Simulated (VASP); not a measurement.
# Cu (P6/mmm) in VASP: single point with LDA

Aim: the single point of Cu with LDA.

Everything below comes from runs of VASP 6.6.1. Logs are shortened: lines on timing, memory, paths and dates and some standing lists are left out, and cuts for length are marked.

## (1) The cell of the first run

The structure is hexagonal, space group P6/mmm (No. 191). Conventional cell: a = 4.130 Å, b = 4.130 Å, c = 8.698 Å, α = 90.00°, β = 90.00°, γ = 120.00°. Cu (site symmetry 6/mmm) has 6 Cu at 4.13 Å within 5.4 Å.

## (2) Single point, LDA

File INCAR:

```
PREC     = Accurate       # precision mode
ENCUT    = 520            # plane-wave cutoff, eV
EDIFF    = 1E-6           # SCF threshold, eV
ISMEAR   = 0              # smearing method
SIGMA    = 0.1            # smearing width, eV
LREAL    = F              # projectors in reciprocal space
LASPH    = T              # aspherical terms in the spheres
NELM     = 100            # most SCF steps
ALGO     = Normal         # electronic algorithm
ISIF     = 2              # what is computed and relaxed
LWAVE    = F              # write WAVECAR
LCHARG   = F              # write CHGCAR
GGA      = CA             # functional
NBANDS   = 12             # bands
```

File KPOINTS:

```
Automatic mesh
0
Gamma
  7 7 3
```

File POSCAR:

```
Cu
1.0
    4.1303427900      0.0000000000      0.0000000000
   -2.0651714000      3.5769817900      0.0000000000
    0.0000000000      0.0000000000      8.6984348700
Cu
1
Direct
    0.6666666667      0.3333333333      0.0000000000
```

Potentials or basis: VASP PAW LDA potentials, release 64 (Cu).

The run is started by

```console
> cat potpaw_LDA.64/Cu/POTCAR > POTCAR
> mpirun -np 1 vasp_std > vasp.out
```

OUTCAR:

```text
PREC = Accurate
   ENCUT = 520
   EDIFF = 1E-6
   ISMEAR = 0
   LREAL = F
   LASPH = T
   NELM = 100
   ISIF = 2
   GGA = CA

 ion  position               nearest neighbor table
   1  0.667  0.333  0.000-

  LATTYP: Found a hexagonal cell.
 ALAT       =     4.1303427900
 C/A-ratio  =     2.1059837675

  Lattice vectors:

 A1 = (   4.1303427900,   0.0000000000,   0.0000000000)
 A2 = (  -2.0651714000,   3.5769817900,   0.0000000000)
 A3 = (   0.0000000000,   0.0000000000,   8.6984348700)

Analysis of symmetry for initial positions (statically):
=====================================================================
 Subroutine PRICEL returns:
 Original cell was already a primitive cell.

 Routine SETGRP: Setting up the symmetry group for a
 hexagonal supercell.

 Subroutine GETGRP returns: Found 24 space group operations
 (whereof 12 operations were pure point group operations)
 out of a pool of 24 trial point group operations.

The static configuration has the point symmetry D_3h.
 The point group associated with its full space group is D_6h.

Analysis of symmetry for dynamics (positions and initial velocities):
=====================================================================
 Subroutine PRICEL returns:
 Original cell was already a primitive cell.

 Routine SETGRP: Setting up the symmetry group for a
 hexagonal supercell.

 Subroutine GETGRP returns: Found 24 space group operations
 (whereof 12 operations were pure point group operations)
 out of a pool of 24 trial point group operations.

The dynamic configuration has the point symmetry D_3h.
 The point group associated with its full space group is D_6h.

 Subroutine INISYM returns: Found 24 space group operations
 (whereof 12 operations are pure point group operations),
 and found     1 'primitive' translations

----------------------------------------------------------------------------------------

                                     Primitive cell

  volume of cell :     128.5121

  direct lattice vectors                    reciprocal lattice vectors
     4.130342790  0.000000000  0.000000000     0.242110655  0.139782652  0.000000000
    -2.065171400  3.576981790  0.000000000     0.000000000  0.279565304  0.000000000
     0.000000000  0.000000000  8.698434870     0.000000000  0.000000000  0.114963211

  length of vectors
     4.130342790  4.130342799  8.698434870     0.279565304  0.279565304  0.114963211

[... 76 lines left out ...]
   ISYM   =      2    0-nonsym 1-usesym 2-fastsym
   POTIM  = 0.5000    time-step for ionic-motion
   TEBEG  =    0.0;   TEEND  =   0.0 temperature during run
   PSTRESS=    0.0 pullay stress
   NELECT =      11.0000    total number of electrons
   NUPDOWN=      -1.0000    fix difference up-down
   EMIN   =  10.00;   EMAX   =-10.00  energy-range for DOS
   EFERMI =   0.00;   METHOD = LEGACY
   ISMEAR =     0;   SIGMA  =   0.10  broadening in eV -4-tet -1-fermi 0-gaus
   EFERMI_NEDOS =   21; number of points for ismear=-14 and -15
   IALGO  =     38    algorithm
   IMIX   =      4    mixing-type and parameters
     AMIX     =   0.40;   BMIX     =  1.00
     AMIX_MAG =   1.60;   BMIX_MAG =  1.00
  volume/ion in A,a.u.               =     128.51       867.24
  Fermi-wavevector in a.u.,A,eV,Ry     =   0.721480  1.363400  7.082291  0.520534
  Thomas-Fermi vector in A             =   1.811199
   LORBIT       =      0    0 simple, 1 ext, 2 COOP (PROOUT), +10 PAW based schemes
   GGA     = CA    functional components
   LHFCALC =     F    Hartree Fock is set to
   AEXX    =    0.0000 exact exchange contribution
   IVDW    =     0    specifies the selected vdW correction
   LEPSILON=     F    determine dielectric tensor
   LRPA    =     F    only Hartree local field effects (RPA)
 non-spin polarized calculation
 Gauss-broadening in eV      SIGMA  =   0.10
  energy-cutoff  :      520.00
  volume of cell :      128.51
 maximum number of plane-waves:      3500
 NGX is ok and might be reduce to    32
   NGX = 15   NGY = 15   NGZ = 33

 number of electron      11.0000015 magnetization

 Free energy of the ion-electron system (eV)
  ---------------------------------------------------
  ext. energy  EPLUGINS =         0.00000000
  ---------------------------------------------------
  free energy    TOTEN  =        -0.80163068 eV

  energy without entropy =       -0.78789279  energy(sigma->0) =       -0.79476174

 E-fermi :  -3.7647     XC(G=0):  -3.4776

 val. band max:       -4.3311211055   @ k =   0.2857   0.0000   0.3333
 cond. band min:      -3.7595730695   @ k =   0.2857   0.1429   0.0000
 fundamental gap:      0.5715480360
 Fermi energy:        -3.7646877114

 k-point     1 :       0.0000    0.0000    0.0000
  band No.  band energies     occupation
      1      -5.3654      2.00000
      2      -4.6535      2.00000
      3      -4.6535      2.00000
      4      -4.5656      2.00000
      5      -4.5437      2.00000
      6      -4.5437      2.00000
      7      -0.8714      0.00000
      8       0.8468      0.00000
      9       4.9495      0.00000
     10       4.9495      0.00000
     11       5.2799      0.00000
     12       6.0641      0.00000
[... 211 lines left out ...]
 k-point    16 :       0.2857    0.2857    0.3333
  band No.  band energies     occupation
      1      -4.6610      2.00000
      2      -4.6163      2.00000
      3      -4.6136      2.00000
      4      -4.5905      2.00000
      5      -4.5528      2.00000
      6      -3.0021      0.00000
      7      -0.4462      0.00000
      8       0.4500      0.00000
      9       1.4242      0.00000
     10       3.5014      0.00000
     11       4.3365      0.00000
     12       4.6621      0.00000

------------------------ aborting loop because EDIFF is reached ----------------------------------------

  FORCE on cell =-STRESS in cart. coord.  units (eV):
  Direction    XX          YY          ZZ          XY          YZ          ZX
  --------------------------------------------------------------------------------------
  -------------------------------------------------------------------------------------
  Total       -1.7470737     -1.7470738      0.0214249      0.0000000      0.0000000      0.0000000
  in kB      -21.7810032    -21.7810033      0.2671071      0.0000000      0.0000000      0.0000000
  external PRESSURE =     -14.4316332 kB  Pullay stress =       0.0000000 kB

 VOLUME and BASIS-vectors are now :
 -----------------------------------------------------------------------------
  energy-cutoff  :      520.00
  volume of cell :      128.51
      direct lattice vectors                 reciprocal lattice vectors
     4.130342790  0.000000000  0.000000000     0.242110655  0.139782652  0.000000000
    -2.065171400  3.576981790  0.000000000     0.000000000  0.279565304  0.000000000
     0.000000000  0.000000000  8.698434870     0.000000000  0.000000000  0.114963211

 POSITION                                       TOTAL-FORCE (eV/Angst)
 -----------------------------------------------------------------------------------
      2.06517      1.19233      0.00000         0.000000      0.000000      0.000000
 -----------------------------------------------------------------------------------
    total drift:                                0.000000     -0.000000      0.000000

  FREE ENERGIE OF THE ION-ELECTRON SYSTEM (eV)
  ---------------------------------------------------
  free  energy   TOTEN  =        -0.8016306804 eV

  energy  without entropy=       -0.7878927906  energy(sigma->0) =       -0.79476174
```

Wall time 15 s (1 thread of Intel Xeon 8259CL, shared host); peak memory 0.2 GiB.

Results:

* Free energy: -0.8016 eV
* Pressure: -1.4 GPa

Stress tensor (GPa, compression positive):
```
-2.18  0.00  0.00
 0.00 -2.18  0.00
 0.00  0.00  0.03
```

Levels at points of the mesh, in eV from the Fermi level:
```tsv
k point	band 2	band 3	band 4	band 5	band 6	band 7	band 8	band 9
(0.00, 0.00, 0.00)	-0.89	-0.89	-0.80	-0.78	-0.78	2.89	4.61	8.71
```
